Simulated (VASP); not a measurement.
Input of a VASP 6.6.1 run:

The input INCAR:

```
SYSTEM = ZnIn2Cl4
PREC = Accurate
ENCUT = 520
EDIFF = 1E-6
ISMEAR = 0
SIGMA = 0.1
LREAL = .False.
LASPH = .True.
NELM = 100
ALGO = Normal
ISIF = 2
LWAVE = .False.
LCHARG = .False.
GGA = PE
NBANDS = 42
```

Contents of KPOINTS:

```
Automatic mesh
0
Gamma
  4 4 4
  0 0 0
```

POSCAR

```
ZnIn2Cl4
1.0
   -3.7232842000      3.7232842000      4.0981992000
    3.7232842000     -3.7232842000      4.0981992000
    3.7232842000      3.7232842000     -4.0981992000
Zn In Cl
1 2 4
Direct
    0.0000000000      0.0000000000      0.0000000000
    0.7500000000      0.2500000000      0.5000000000
    0.2500000000      0.7500000000      0.5000000000
    0.2240225000      0.2240225000      0.4480450000
    0.2240225000      0.7759775000      0.0000000000
    0.7759775000      0.7759775000      0.5519550000
    0.7759775000      0.2240225000      0.0000000000
```

Potentials or basis: VASP PAW PBE potentials, release 64 (Zn, In_d, Cl).

Run with:

```console
$ cat potpaw_PBE.64/Zn/POTCAR potpaw_PBE.64/In_d/POTCAR potpaw_PBE.64/Cl/POTCAR > POTCAR
$ mpirun -np 1 vasp_std > vasp.out
```

Q: Predict the largest force.

A: 0.010 eV/Å.

Q: Predict the pressure.

A: 0.0 GPa.

Q: Estimate the band gap on the k mesh.

A: 2.25 eV, direct.

Forces in eV/Å, atoms in the order of the input:
```
Zn   0.000  0.000  0.000
In   0.000  0.000  0.000
In   0.000  0.000  0.000
Cl   0.007  0.007  0.000
Cl  -0.007  0.007  0.000
Cl  -0.007 -0.007  0.000
Cl   0.007 -0.007  0.000
```

Caveat: spin-orbit coupling is left out, which moves the levels of the heavy elements. A k mesh can miss the band edges.
